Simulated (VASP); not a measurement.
# MgCd3Se3 (P-6m2) in VASP: notebook

Runs on MgCd3Se3. Level: PBE. Tasks: single point, relaxation of cell and atoms.

Program: VASP 6.6.1. These are calculated values, not measurements. Logs are shortened: lines on timing, memory, paths and dates and some standing lists are left out, and cuts for length are marked.

## Step 1: The cell of the first run

It takes space group P-6m2 (No. 187, hexagonal). Conventional cell: a = 7.346 Å, b = 7.346 Å, c = 5.188 Å, α = 90.00°, β = 90.00°, γ = 120.00°. Mg (site symmetry -6m2) has 2 Cd at 2.59 Å within 3.4 Å. Within 3.4 Å of Cd (site symmetry -6m2) lie 2 Mg at 2.59 Å. Cd (site symmetry -6m2) has 3 Se at 2.55 Å within 3.4 Å. Within 4.1 Å of Cd (site symmetry -6m2) lie 6 Se at 3.10 Å. Within 3.4 Å of Se (site symmetry mm2) lie 3 Cd at 2.55 to 3.10 Å and 2 Se at 2.93 Å.

## Step 2: Single point, PBE

File INCAR:

```
SYSTEM = MgCd3Se3
PREC     = Accurate       ! precision mode
ENCUT    = 520            ! plane-wave cutoff, eV
EDIFF    = 1E-7           ! SCF threshold, eV
ISMEAR   = 0              ! smearing method
SIGMA    = 0.2            ! smearing width, eV
LREAL    = .FALSE.        ! projectors in reciprocal space
LASPH    = .TRUE.         ! aspherical terms in the spheres
NELM     = 80             ! most SCF steps
ALGO     = Normal         ! electronic algorithm
ISIF     = 2              ! what is computed and relaxed
LWAVE    = .FALSE.        ! write WAVECAR
LCHARG   = .FALSE.        ! write CHGCAR
GGA      = PE             ! functional
NBANDS   = 37             ! bands
```

File KPOINTS:

```
regular mesh
0
G
  3 3 3
  0 0 0
```

File POSCAR:

```
MgCd3Se3
1.0
    7.3455204858     -0.0000000034      0.0000000000
   -3.6727602400      6.3614073464      0.0000000000
    0.0000000000      0.0000000000      5.1875190019
Mg Cd Se
1 3 3
Direct
    0.0000000000      0.0000000000      0.5000000000
    0.0000000000      0.0000000000      0.0000000000
    0.6666666667      0.3333333333      0.0000000000
    0.3333333333      0.6666666667      0.5000000000
    0.4660799297      0.5339200703      0.0000000000
    0.4660799297      0.9321598595      0.0000000000
    0.0678401405      0.5339200703      0.0000000000
```

Potentials or basis: VASP PAW PBE potentials, release 64 (Mg, Cd, Se).

Run with:

```console
cat potpaw_PBE.64/Mg/POTCAR potpaw_PBE.64/Cd/POTCAR potpaw_PBE.64/Se/POTCAR > POTCAR
mpirun -np 1 vasp_std > vasp.out
```

OUTCAR:

```text
SYSTEM = MgCd3Se3
   PREC = Accurate
   ENCUT = 520
   EDIFF = 1E-7
   ISMEAR = 0
   LREAL = .FALSE.
   LASPH = .TRUE.
   NELM = 80
   ISIF = 2
   GGA = PE

 ion  position               nearest neighbor table
   1  0.000  0.000  0.500-   2 2.59   2 2.59
   2  0.000  0.000  0.000-   1 2.59   1 2.59
   3  0.667  0.333  0.000-   7 2.55   6 2.55   5 2.55
   4  0.333  0.667  0.500-   7 3.10   7 3.10   6 3.10   6 3.10   5 3.10   5 3.10
   5  0.466  0.534  0.000-   3 2.55   4 3.10   4 3.10
   6  0.466  0.932  0.000-   3 2.55   4 3.10   4 3.10
   7  0.068  0.534  0.000-   3 2.55   4 3.10   4 3.10

  LATTYP: Found a hexagonal cell.
 ALAT       =     7.3455204858
 C/A-ratio  =     0.7062153066

  Lattice vectors:

 A1 = (   7.3455204858,  -0.0000000034,   0.0000000000)
 A2 = (  -3.6727602400,   6.3614073464,   0.0000000000)
 A3 = (   0.0000000000,   0.0000000000,   5.1875190019)

Analysis of symmetry for initial positions (statically):
=====================================================================
 Subroutine PRICEL returns:
 Original cell was already a primitive cell.

 Routine SETGRP: Setting up the symmetry group for a
 hexagonal supercell.

 Subroutine GETGRP returns: Found 12 space group operations
 (whereof 12 operations were pure point group operations)
 out of a pool of 24 trial point group operations.

The static configuration has the point symmetry D_3h.

Analysis of symmetry for dynamics (positions and initial velocities):
=====================================================================
 Subroutine PRICEL returns:
 Original cell was already a primitive cell.

 Routine SETGRP: Setting up the symmetry group for a
 hexagonal supercell.

 Subroutine GETGRP returns: Found 12 space group operations
 (whereof 12 operations were pure point group operations)
 out of a pool of 24 trial point group operations.

The dynamic configuration has the point symmetry D_3h.

 Subroutine INISYM returns: Found 12 space group operations
 (whereof 12 operations are pure point group operations),
 and found     1 'primitive' translations

----------------------------------------------------------------------------------------

                                     Primitive cell

  volume of cell :     242.4016

  direct lattice vectors                    reciprocal lattice vectors
     7.345520486 -0.000000003  0.000000000     0.136137392  0.078598960  0.000000000
    -3.672760240  6.361407346  0.000000000     0.000000000  0.157197920  0.000000000
     0.000000000  0.000000000  5.187519002     0.000000000  0.000000000  0.192770378

  length of vectors
     7.345520486  7.345520486  5.187519002     0.157197920  0.157197920  0.192770378

  position of ions in fractional coordinates (direct lattice)
     0.000000000  0.000000000  0.500000000
     0.000000000  0.000000000  0.000000000
     0.666666667  0.333333333  0.000000000
     0.333333333  0.666666667  0.500000000
     0.466079930  0.533920070  0.000000000
     0.466079930  0.932159859  0.000000000
     0.067840141  0.533920070  0.000000000

  ion indices of the primitive-cell ions
   primitive index   ion index
                 1           1
                 2           2
                 3           3
                 4           4
                 5           5
                 6           6
                 7           7

----------------------------------------------------------------------------------------

 KPOINTS: regular mesh

Automatic generation of k-mesh.
 Grid dimensions read from file:
 generate k-points for:    3    3    3

 Generating k-lattice:

  Cartesian coordinates                     Fractional coordinates (reciprocal lattice)
     0.045379131  0.026199653  0.000000000     0.333333333 -0.000000000  0.000000000
     0.000000000  0.052399307  0.000000000    -0.000000000  0.333333333  0.000000000
     0.000000000  0.000000000  0.064256793     0.000000000  0.000000000  0.333333333

  Length of vectors
     0.052399307  0.052399307  0.064256793

  Shift w.r.t. Gamma in fractional coordinates (k-lattice)
     0.000000000  0.000000000  0.000000000

 Subroutine IBZKPT returns following result:
 ===========================================

 Found      6 irreducible k-points:

 Following reciprocal coordinates:
            Coordinates               Weight
  0.000000  0.000000  0.000000      1.000000
  0.333333  0.000000  0.000000      6.000000
  0.333333  0.333333  0.000000      2.000000
  0.000000  0.000000  0.333333      2.000000
  0.333333  0.000000  0.333333     12.000000
  0.333333  0.333333  0.333333      4.000000
   k-points           NKPTS =      6   k-points in BZ     NKDIM =      6   number of bands    NBANDS=     37
   number of dos      NEDOS =    301   number of ions     NIONS =      7
   total plane-waves  NPLWV = 125440
   dimension x,y,z NGX =    56 NGY =   56 NGZ =   40
   dimension x,y,z NGXF=   112 NGYF=  112 NGZF=   80
   ions per type =               1   3   3
   NGX,Y,Z   is equivalent  to a cutoff of  12.67, 12.67, 12.82 a.u.
   NGXF,Y,Z  is equivalent  to a cutoff of  25.35, 25.35, 25.64 a.u.
 SYSTEM =  MgCd3Se3
   PREC   = accura    normal or accurate (medium, high low for compatibility)
   ISTART =      0    job   : 0-new  1-cont  2-samecut
   ICHARG =      2    charge: 1-file 2-atom 10-const
   ISPIN  =      1    spin polarized calculation?
   LNONCOLLINEAR =      F non collinear calculations
   LSORBIT =      F    spin-orbit coupling
   LASPH  =      T    aspherical Exc in radial PAW
   ENCUT  =  520.0 eV  38.22 Ry    6.18 a.u.  13.66 13.66  9.65*2*pi/ulx,y,z
   NELM   =     80;   NELMIN=  2; NELMDL= -5     # of ELM steps
   EDIFF  = 0.1E-06   stopping-criterion for ELM
   LREAL  =      F    real-space projection
   EDIFFG = 0.1E-05   stopping-criterion for IOM
   NSW    =      0    number of steps for IOM
   IBRION =     -1    ionic relax: 0-MD 1-quasi-New 2-CG
   NFREE  =      0    steps in history (QN), initial steepest desc. (CG)
   ISIF   =      2    stress and relaxation
   ISYM   =      2    0-nonsym 1-usesym 2-fastsym
   POTIM  = 0.5000    time-step for ionic-motion
   TEBEG  =    0.0;   TEEND  =   0.0 temperature during run
   PSTRESS=    0.0 pullay stress
   NELECT =      56.0000    total number of electrons
   NUPDOWN=      -1.0000    fix difference up-down
   EMIN   =  10.00;   EMAX   =-10.00  energy-range for DOS
   EFERMI =   0.00;   METHOD = LEGACY
   ISMEAR =     0;   SIGMA  =   0.20  broadening in eV -4-tet -1-fermi 0-gaus
   EFERMI_NEDOS =   21; number of points for ismear=-14 and -15
   IALGO  =     38    algorithm
   IMIX   =      4    mixing-type and parameters
     AMIX     =   0.40;   BMIX     =  1.00
     AMIX_MAG =   1.60;   BMIX_MAG =  1.00
  volume/ion in A,a.u.               =      34.63       233.69
  Fermi-wavevector in a.u.,A,eV,Ry     =   1.004521  1.898269 13.729128  1.009062
  Thomas-Fermi vector in A             =   2.137142
   LORBIT       =      0    0 simple, 1 ext, 2 COOP (PROOUT), +10 PAW based schemes
   GGA     = PE    functional components
   LHFCALC =     F    Hartree Fock is set to
   AEXX    =    0.0000 exact exchange contribution
   IVDW    =     0    specifies the selected vdW correction
   LEPSILON=     F    determine dielectric tensor
   LRPA    =     F    only Hartree local field effects (RPA)
 non-spin polarized calculation
 Gauss-broadening in eV      SIGMA  =   0.20
  energy-cutoff  :      520.00
  volume of cell :      242.40
 maximum number of plane-waves:      6541
 NGX is ok and might be reduce to    54
   NGX = 27   NGY = 27   NGZ = 19

 number of electron      56.0000002 magnetization

 Free energy of the ion-electron system (eV)
  ---------------------------------------------------
  ext. energy  EPLUGINS =         0.00000000
  ---------------------------------------------------
  free energy    TOTEN  =       -12.94666950 eV

  energy without entropy =      -12.89503559  energy(sigma->0) =      -12.92085255

 E-fermi :   0.4215     XC(G=0):  -7.8787

 val. band max:        0.4101706828   @ k =   0.3333   0.3333   0.3333
 cond. band min:       0.5030949497   @ k =   0.0000   0.0000   0.0000
 fundamental gap:      0.0929242669
 Fermi energy:         0.4215032545

 k-point     1 :       0.0000    0.0000    0.0000
  band No.  band energies     occupation
      1     -13.0228      2.00000
      2     -11.6425      2.00000
      3     -11.6425      2.00000
      4      -8.1288      2.00000
      5      -7.9495      2.00000
      6      -7.9495      2.00000
[... 29 lines left out ...]
     36       3.8848      0.00000
     37       4.0948      0.00000

 k-point     2 :       0.3333    0.0000    0.0000
  band No.  band energies     occupation
      1     -12.9629      2.00000
      2     -11.7456      2.00000
      3     -11.6400      2.00000
      4      -8.1863      2.00000
      5      -7.9505      2.00000
      6      -7.9482      2.00000
[... 29 lines left out ...]
     36       4.7056      0.00000
     37       4.9853      0.00000

 k-point     3 :       0.3333    0.3333    0.0000
  band No.  band energies     occupation
      1     -12.9296      2.00000
      2     -11.7974      2.00000
      3     -11.6412      2.00000
      4      -8.2044      2.00000
      5      -7.9793      2.00000
      6      -7.9504      2.00000
[... 29 lines left out ...]
     36       5.2722      0.00000
     37       5.2962      0.00000

 k-point     4 :       0.0000    0.0000    0.3333
  band No.  band energies     occupation
      1     -12.9671      2.00000
      2     -11.6499      2.00000
      3     -11.6499      2.00000
      4      -8.0777      2.00000
      5      -7.9663      2.00000
      6      -7.9663      2.00000
[... 29 lines left out ...]
     36       4.6928      0.00000
     37       5.7956      0.00000

 k-point     5 :       0.3333    0.0000    0.3333
  band No.  band energies     occupation
      1     -12.9064      2.00000
      2     -11.7502      2.00000
      3     -11.6474      2.00000
      4      -8.1430      2.00000
      5      -7.9870      2.00000
      6      -7.9553      2.00000
[... 29 lines left out ...]
     36       4.9581      0.00000
     37       5.7344      0.00000

 k-point     6 :       0.3333    0.3333    0.3333
  band No.  band energies     occupation
      1     -12.8725      2.00000
      2     -11.8011      2.00000
      3     -11.6482      2.00000
      4      -8.1602      2.00000
      5      -8.0228      2.00000
      6      -7.9538      2.00000
[... 29 lines left out ...]
     36       5.0332      0.00000
     37       5.1043      0.00000

------------------------ aborting loop because EDIFF is reached ----------------------------------------

  FORCE on cell =-STRESS in cart. coord.  units (eV):
  Direction    XX          YY          ZZ          XY          YZ          ZX
  --------------------------------------------------------------------------------------
  -------------------------------------------------------------------------------------
  Total        0.6988864      0.6988864      0.2236817     -0.0000000      0.0000000      0.0000000
  in kB        4.6193590      4.6193590      1.4784461     -0.0000000      0.0000000      0.0000000
  external PRESSURE =       3.5723880 kB  Pullay stress =       0.0000000 kB

 VOLUME and BASIS-vectors are now :
 -----------------------------------------------------------------------------
  energy-cutoff  :      520.00
  volume of cell :      242.40
      direct lattice vectors                 reciprocal lattice vectors
     7.345520486 -0.000000003  0.000000000     0.136137392  0.078598960  0.000000000
    -3.672760240  6.361407346  0.000000000     0.000000000  0.157197920  0.000000000
     0.000000000  0.000000000  5.187519002     0.000000000  0.000000000  0.192770378

 POSITION                                       TOTAL-FORCE (eV/Angst)
 -----------------------------------------------------------------------------------
      0.00000      0.00000      2.59376        -0.000000      0.000000     -0.000000
      0.00000      0.00000      0.00000        -0.000000     -0.000000     -0.000000
      3.67276      2.12047      0.00000        -0.000000     -0.000000     -0.000000
      0.00000      4.24094      2.59376        -0.000000     -0.000000     -0.000000
      1.46264      3.39648      0.00000        -0.007816      0.004513     -0.000000
      0.00000      5.92985      0.00000        -0.000000     -0.009025      0.000000
     -1.46264      3.39648      0.00000         0.007816      0.004513     -0.000000
 -----------------------------------------------------------------------------------
    total drift:                                0.000001     -0.000001      0.000000

  FREE ENERGIE OF THE ION-ELECTRON SYSTEM (eV)
  ---------------------------------------------------
  free  energy   TOTEN  =       -12.9466694972 eV

  energy  without entropy=      -12.8950355932  energy(sigma->0) =      -12.92085255
```

Wall time 2 min (1 thread of AMD EPYC 7R13 (Zen 3), shared host); peak memory 0.32 GiB.

What came out:

| Quantity | Value |
| --- | --- |
| Free energy | -12.9467 eV |
| Pressure | 0.4 GPa |
| Largest force | 0.009 eV/Å |
| Band gap on the k mesh | zero (band 28 reaches 0.62 eV, above the bottom of band 29 at 0.10 eV) |

Forces in eV/Å, atoms in the order of the input:
```
Mg   0.000  0.000  0.000
Cd   0.000  0.000  0.000
Cd   0.000  0.000  0.000
Cd   0.000  0.000  0.000
Se  -0.008  0.005  0.000
Se   0.000 -0.009  0.000
Se   0.008  0.005  0.000
```

Stress tensor (GPa, compression positive):
```
0.46 0.00 0.00
0.00 0.46 0.00
0.00 0.00 0.15
```

Levels at points of the mesh, in eV from the Fermi level:
| k point | band 24 | band 25 | band 26 | band 27 | band 28 | band 29 | band 30 | band 31 | band 32 | band 33 |
| --- | --- | --- | --- | --- | --- | --- | --- | --- | --- | --- |
| (0.00, 0.00, 0.00) | -0.94 | -0.89 | -0.89 | 0.08 | 0.14 | 0.14 | 1.67 | 2.01 | 2.63 | 2.63 |

Caveat: the k points lie up to 0.40 Å⁻¹ apart.

(Part 1 of 2 ends here.)
